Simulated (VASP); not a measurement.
Crystal: Y.

```
CELL_PARAMETERS angstrom
0.00000 2.48500 2.48500
2.48500 0.00000 2.48500
2.48500 2.48500 0.00000
ATOMIC_POSITIONS crystal
Y 0.00000 0.00000 0.00000
```

* Program: VASP 6.6.1
* Task: relaxation of cell and atoms
* Functional: PBE
* Potentials or basis: VASP PAW PBE potentials, release 64 (Y_sv)
* Cutoff: 600 eV
* k mesh: 14 × 14 × 14
* Occupations: gaussian, width 0.1 eV
* Spin: no spin polarisation

At the start: pressure 2.2 GPa; volume 30.69 Å³/atom.

Question: Where does the relaxation end?

Answer: Over 3 steps the energy falls by 11.3 meV/atom and the volume is 32.35 Å³/atom (+5.4 %); space group Fm-3m (No. 225, to 0.05 Å).

Step by step:
```csv
step,energy change (eV),largest force (eV/Å),pressure (GPa),volume (Å³)
1,0.0000,0.0000,2.25,30.69
2,-0.0110,0.0000,-0.34,32.64
3,-0.0113,0.0000,0.01,32.35
```

Final structure:
```yaml
crystal:
  lattice:
    - [0.00000, 2.52906, 2.52906]
    - [2.52906, 0.00000, 2.52906]
    - [2.52906, 2.52906, 0.00000]
  atoms:
    - { symbol: Y, position: [0.00000, 0.00000, 0.00000] }
```
